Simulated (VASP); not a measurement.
# NiO (I4/mmm) in VASP: notebook

Runs on NiO. Level: r2SCAN. Tasks: single point.

All numbers are computed with VASP 6.6.1; they aren't measurements. Logs are shortened: lines on timing, memory, paths and dates and some standing lists are left out, and cuts for length are marked.

**1. The cell of the first run**

The structure is tetragonal, space group I4/mmm (No. 139). The conventional cell has a = 3.139 Å, b = 3.139 Å, c = 4.038 Å, α = 90.00°, β = 90.00°, γ = 90.00°. Within 2.7 Å of Ni (site symmetry 4/mmm) lie 6 O at 2.02 to 2.22 Å. Within 2.7 Å of O (site symmetry 4/mmm) lie 6 Ni at 2.02 to 2.22 Å.

**2. Single point, r2SCAN, collinear spin, ferromagnetic start**

Contents of POSCAR:

```
NiO
1.0
    2.2199564068      2.2199564068      0.0000000000
   -2.2199564068      2.2199564068      0.0000000000
    0.0000000000      0.0000000000      4.0378075022
Ni O
2 2
Direct
    0.0000000000      0.0000000000      0.0000000000
    0.5000000000      0.5000000000      0.5000000000
    0.5000000000      0.5000000000      0.0000000000
    0.0000000000      0.0000000000      0.5000000000
```

Contents of INCAR.step1:

```
SYSTEM = NiO
ALGO = Normal
EDIFF = 1E-4
ENCUT = 520
GGA = PE
ISMEAR = 0
ISPIN = 2
LASPH = .TRUE.
LCHARG = .FALSE.
LMAXMIX = 4
LREAL = .FALSE.
LUSENCCL = .FALSE.
LWAVE = .TRUE.
MAGMOM = 1.82 1.82 0.3 0.3
NBANDS = 28
NELM = 150
PREC = Accurate
SIGMA = 0.02
```

Contents of INCAR.step2:

```
SYSTEM = NiO
ALGO = Normal
EDIFF = 1E-6
ENCUT = 520
ISIF = 2
ISMEAR = 0
ISPIN = 2
ISTART = 1
LASPH = .TRUE.
LCHARG = .TRUE.
LELF = .TRUE.
LMAXMIX = 4
LMIXTAU = .TRUE.
LORBIT = 11
LREAL = .FALSE.
LUSENCCL = .FALSE.
LVHAR = .TRUE.
LWAVE = .FALSE.
MAGMOM = 1.82 1.82 0.3 0.3
METAGGA = R2SCAN
NBANDS = 28
NELM = 150
PREC = Accurate
SIGMA = 0.02
```

Contents of KPOINTS:

```
k-points
0
G
  10 10 8
  0 0 0
```

Potentials or basis: VASP PAW PBE potentials, release 64 (Ni, O).

Started as:

```sh
> cat potpaw_PBE.64/Ni/POTCAR potpaw_PBE.64/O/POTCAR > POTCAR
> cp INCAR.step1 INCAR
> mpirun -np 1 vasp_std > vasp.out
> cp INCAR.step2 INCAR
> mpirun -np 1 vasp_std > vasp.out
```

OUTCAR:

```text
SYSTEM = NiO
   EDIFF = 1E-6
   ENCUT = 520
   ISIF = 2
   ISMEAR = 0
   ISPIN = 2
   ISTART = 1
   LASPH = .TRUE.
   LORBIT = 11
   LREAL = .FALSE.
   METAGGA = R2SCAN
   NELM = 150
   PREC = Accurate

 ion  position               nearest neighbor table
   1  0.000  0.000  0.000-   4 2.02   4 2.02   3 2.22   3 2.22   3 2.22   3 2.22   2 3.00   2 3.00
                             2 3.00   2 3.00   2 3.00   2 3.00   2 3.00   2 3.00
   2  0.500  0.500  0.500-   3 2.02   3 2.02   4 2.22   4 2.22   4 2.22   4 2.22   1 3.00   1 3.00
                             1 3.00   1 3.00   1 3.00   1 3.00   1 3.00   1 3.00
   3  0.500  0.500  0.000-   2 2.02   2 2.02   1 2.22   1 2.22   1 2.22   1 2.22
   4  0.000  0.000  0.500-   1 2.02   1 2.02   2 2.22   2 2.22   2 2.22   2 2.22

  LATTYP: Found a simple tetragonal cell.
 ALAT       =     3.1394924584
 C/A-ratio  =     1.2861338435

  Lattice vectors:

 A1 = (   2.2199564068,   2.2199564068,   0.0000000000)
 A2 = (  -2.2199564068,   2.2199564068,   0.0000000000)
 A3 = (   0.0000000000,   0.0000000000,   4.0378075022)

Analysis of symmetry for initial positions (statically):
=====================================================================
 Subroutine PRICEL returns following result:

  LATTYP: Found a body centered tetragonal cell.
 ALAT       =     3.1394924584
 C/A-ratio  =     1.2861338435
[... 12 lines left out ...]
 Subroutine GETGRP returns: Found 16 space group operations
 (whereof 16 operations were pure point group operations)
 out of a pool of 16 trial point group operations.

The static configuration has the point symmetry D_4h.

Analysis of symmetry for dynamics (positions and initial velocities):
=====================================================================
 Subroutine PRICEL returns following result:

  LATTYP: Found a body centered tetragonal cell.
 ALAT       =     3.1394924584
 C/A-ratio  =     1.2861338435
[... 12 lines left out ...]
 Subroutine GETGRP returns: Found 16 space group operations
 (whereof 16 operations were pure point group operations)
 out of a pool of 16 trial point group operations.

The dynamic configuration has the point symmetry D_4h.

Analysis of structural, dynamic, and magnetic symmetry:
=====================================================================
 Subroutine PRICEL returns following result:

  LATTYP: Found a body centered tetragonal cell.
 ALAT       =     3.1394924584
 C/A-ratio  =     1.2861338435
[... 12 lines left out ...]
 Subroutine GETGRP returns: Found 16 space group operations
 (whereof 16 operations were pure point group operations)
 out of a pool of 16 trial point group operations.

The overall configuration has the point symmetry D_4h.

 Subroutine INISYM returns: Found 16 space group operations
 (whereof 16 operations are pure point group operations),
 and found     2 'primitive' translations
[... 121 lines left out ...]
   LHFCALC =     F    Hartree Fock is set to
   AEXX    =    0.0000 exact exchange contribution
   IVDW    =     0    specifies the selected vdW correction
   LEPSILON=     F    determine dielectric tensor
   LRPA    =     F    only Hartree local field effects (RPA)
 spin polarized calculation
 Gauss-broadening in eV      SIGMA  =   0.02
  energy-cutoff  :      520.00
  volume of cell :       39.80
 maximum number of plane-waves:      1104
 NGX is ok and might be reduce to    24
   NGX = 11   NGY = 11   NGZ = 15

 number of electron      31.9999979 magnetization       3.9999803

 Free energy of the ion-electron system (eV)
  ---------------------------------------------------
  ext. energy  EPLUGINS =         0.00000000
  ---------------------------------------------------
  free energy    TOTEN  =       -39.95057996 eV

  energy without entropy =      -39.95057996  energy(sigma->0) =      -39.95057996

 E-fermi :   6.6053     XC(G=0): -12.8394

 val. band max:        6.4660313959   @ k =   0.5000   0.0000   0.5000
 cond. band min:       6.9315607225   @ k =   0.0000   0.0000   0.0000
 fundamental gap:      0.4655293266
 Fermi energy:         6.6053148640

 spin component 1

 k-point     1 :       0.0000    0.0000    0.0000
  band No.  band energies     occupation
      1     -14.0612      1.00000
      2     -12.7955      1.00000
      3       0.3389      1.00000
      4       2.2605      1.00000
      5       2.3843      1.00000
      6       2.3843      1.00000
[... 733 lines left out ...]
     27      23.7431      0.00000
     28      26.7871      0.00000

 [... further k-points ...]

 spin component 2

 k-point     1 :       0.0000    0.0000    0.0000
  band No.  band energies     occupation
      1     -13.5290      1.00000
      2     -12.1254      1.00000
      3       0.7507      1.00000
      4       2.9640      1.00000
      5       2.9640      1.00000
      6       3.4645      1.00000
[... 733 lines left out ...]
     27      24.1850      0.00000
     28      27.2623      0.00000

 [... further k-points ...]
[... 5 lines left out ...]
  --------------------------------------------------------------------------------------
  -------------------------------------------------------------------------------------
  Total       -4.2204134     -4.2204134      0.0789610      0.0000000     -0.0000000     -0.0000000
  in kB     -169.9030122   -169.9030122      3.1787653      0.0000000     -0.0000000     -0.0000000
  external PRESSURE =    -112.2090863 kB  Pullay stress =       0.0000000 kB

 VOLUME and BASIS-vectors are now :
 -----------------------------------------------------------------------------
  energy-cutoff  :      520.00
  volume of cell :       39.80
      direct lattice vectors                 reciprocal lattice vectors
     2.219956407  2.219956407  0.000000000     0.225229648  0.225229648 -0.000000000
    -2.219956407  2.219956407  0.000000000    -0.225229648  0.225229648  0.000000000
     0.000000000  0.000000000  4.037807502     0.000000000 -0.000000000  0.247659156

 POSITION                                       TOTAL-FORCE (eV/Angst)
 -----------------------------------------------------------------------------------
      0.00000      0.00000      0.00000         0.000000     -0.000000      0.000000
      0.00000      2.21996      2.01890        -0.000000      0.000000     -0.000000
      0.00000      2.21996      0.00000        -0.000000     -0.000000      0.000000
      0.00000      0.00000      2.01890         0.000000      0.000000      0.000000
 -----------------------------------------------------------------------------------
    total drift:                                0.000000     -0.000000     -0.000000

  FREE ENERGIE OF THE ION-ELECTRON SYSTEM (eV)
  ---------------------------------------------------
  free  energy   TOTEN  =       -39.9505799567 eV

  energy  without entropy=      -39.9505799567  energy(sigma->0) =      -39.95057996

 total charge

# of ion       s       p       d       tot
------------------------------------------
    1        0.319   0.369   8.126   8.814
    2        0.319   0.369   8.126   8.814
    3        1.555   3.453   0.000   5.008
    4        1.555   3.453   0.000   5.008
--------------------------------------------------
tot          3.749   7.644  16.252  27.644

 magnetization (x)

# of ion       s       p       d       tot
------------------------------------------
    1        0.015   0.010   1.673   1.697
    2        0.015   0.010   1.673   1.697
    3        0.025   0.245   0.000   0.270
    4        0.025   0.245   0.000   0.270
--------------------------------------------------
tot          0.079   0.509   3.346   3.934
```

OUTCAR.step1:

```text
SYSTEM = NiO
   EDIFF = 1E-4
   ENCUT = 520
   GGA = PE
   ISMEAR = 0
   ISPIN = 2
[... 1769 lines left out ...]
      0.00000      0.00000      0.00000        -0.000000     -0.000000      0.000000
      0.00000      2.21996      2.01890        -0.000000      0.000000      0.000000
      0.00000      2.21996      0.00000         0.000000      0.000000     -0.000000
      0.00000      0.00000      2.01890         0.000000     -0.000000     -0.000000
 -----------------------------------------------------------------------------------
    total drift:                                0.000000     -0.000000     -0.000000

  FREE ENERGIE OF THE ION-ELECTRON SYSTEM (eV)
  ---------------------------------------------------
  free  energy   TOTEN  =       -22.8300334142 eV

  energy  without entropy=      -22.8297363184  energy(sigma->0) =      -22.82988487
```

OSZICAR.step1:

```text
N       E                     dE             d eps       ncg     rms          rms(c)
DAV:   1     0.257038389073E+03    0.25704E+03   -0.14684E+04 12168   0.144E+03
DAV:   2    -0.133752310052E+01   -0.25838E+03   -0.23132E+03 12240   0.333E+02
DAV:   3    -0.272888868473E+02   -0.25951E+02   -0.24525E+02 13124   0.114E+02
DAV:   4    -0.278255968473E+02   -0.53671E+00   -0.53479E+00 12560   0.166E+01
DAV:   5    -0.278378934670E+02   -0.12297E-01   -0.12295E-01 14328   0.245E+00    0.206E+01
DAV:   6    -0.263399217603E+02    0.14980E+01   -0.31507E+01 14932   0.876E+01    0.309E+01
DAV:   7    -0.227657336675E+02    0.35742E+01   -0.11471E+01 13712   0.734E+01    0.827E+00
DAV:   8    -0.228424674667E+02   -0.76734E-01   -0.12618E+00 15620   0.116E+01    0.564E+00
DAV:   9    -0.228223444144E+02    0.20123E-01   -0.15894E-01 17516   0.575E+00    0.207E+00
DAV:  10    -0.228330079158E+02   -0.10664E-01   -0.42850E-02 14160   0.157E+00    0.107E+00
DAV:  11    -0.228302367895E+02    0.27711E-02   -0.50815E-03 15296   0.167E+00    0.368E-01
DAV:  12    -0.228299907311E+02    0.24606E-03   -0.36161E-03 17592   0.840E-01    0.807E-02
DAV:  13    -0.228300334142E+02   -0.42683E-04   -0.40056E-04 10860   0.149E-01
   1 F= -.22830033E+02 E0= -.22829885E+02  d E =-.297096E-03  mag=     3.4705
```

It took 14 min on 1 × NVIDIA H100 80GB with 1 thread of AMD EPYC 7R13 (Zen 3), shared host; peak memory 1.4 GiB.

What came out:

| Property | Result |
| --- | --- |
| Free energy | -39.9506 eV |
| Pressure | -11.2 GPa |
| Band gap on the k mesh | 0.47 eV |
| Net moment | 4.00 μB per cell |
| Site moments | Ni +1.70; O +0.27 μB |
| Valence electrons inside the program's atomic spheres | Ni 8.81; O 5.01 |

Stress tensor (GPa, compression positive):
```
-16.99   0.00   0.00
  0.00 -16.99   0.00
  0.00   0.00   0.32
```

Levels at points of the mesh, in eV from the valence-band top:
Spin up:
```
           k point  band 16  band 17  band 18  band 19  band 20  band 21
(0.00, 0.00, 0.00)    -2.54    -2.34    -2.34     1.63     6.20    11.42
(0.50, 0.00, 0.00)    -2.15    -0.95    -0.95     6.87     6.87    10.58
(0.50, 0.50, 0.00)    -2.49    -2.29    -2.29     6.16     6.16    10.38
(0.00, 0.00, 0.50)    -1.67    -1.67    -1.67     5.88     5.88    13.04
(0.50, 0.00, 0.50)    -0.56     0.00     0.00     5.91     5.91     9.94
(0.50, 0.50, 0.50)    -2.03    -1.76    -1.76     8.92     8.92    10.44
```
Spin down:
| k point | band 12 | band 13 | band 14 | band 15 | band 16 | band 17 |
| --- | --- | --- | --- | --- | --- | --- |
| (0.00, 0.00, 0.00) | -1.86 | -1.37 | -1.37 | 0.47 | 0.49 | 1.06 |
| (0.50, 0.00, 0.00) | -1.47 | -1.26 | -1.26 | 1.63 | 1.63 | 2.62 |
| (0.50, 0.50, 0.00) | -1.54 | -1.32 | -1.32 | 0.93 | 0.93 | 1.49 |
| (0.00, 0.00, 0.50) | -0.77 | -0.77 | -0.77 | 0.78 | 0.78 | 1.33 |
| (0.50, 0.00, 0.50) | -1.13 | -1.00 | -1.00 | 2.68 | 2.68 | 3.44 |
| (0.50, 0.50, 0.50) | -1.11 | -1.11 | -1.11 | 1.14 | 1.14 | 2.14 |

Caveat: the PAW data sets were made with another functional, which shifts forces and pressure a little. A k mesh can miss the band edges.

(Part 1 of 3 ends here.)
